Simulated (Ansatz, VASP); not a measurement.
## HPb4: VASP beside Ansatz

```
H Pb
1.0
     3.48575    0.00000    0.00000
    -1.74288    3.01875    0.00000
     0.00000    0.00000   11.20837
H Pb
1 4
Direct
  0.00000 0.00000 0.00000
  0.33333 0.66667 0.86586
  0.33333 0.66667 0.37680
  0.66667 0.33333 0.13414
  0.66667 0.33333 0.62320
```

Change from the starting cell: species swapped into the Co4H type (P-3m1, No. 164).

Alike in both runs: task relaxation of cell and atoms; functional PBE; k mesh 6 × 6 × 2; occupations gaussian, width 0.1 eV; no spin polarisation.

|  | VASP | Ansatz |
| --- | --- | --- |
| version | VASP 6.6.1 | Ansatz 0.2.0 |
| potentials or method | VASP PAW PBE potentials, release 64 (H, Pb_d), cutoff 600 eV | scalar-relativistic, plane waves, PAW |
| valence electrons in the cell | 57 | 57 |

```csv
,VASP,Ansatz,Ansatz less VASP
"gap on the k mesh at the Fermi level, each at its own relaxed structure (eV)",none,none,-
relaxed volume (Å³/atom),26.54,26.42,-0.120
relaxed cell length with the largest relative difference (Å),11.026,10.989,-0.0371
```

A gap of «none» marks a metal or a gap that the smearing closes.

Spin-orbit coupling is off throughout.
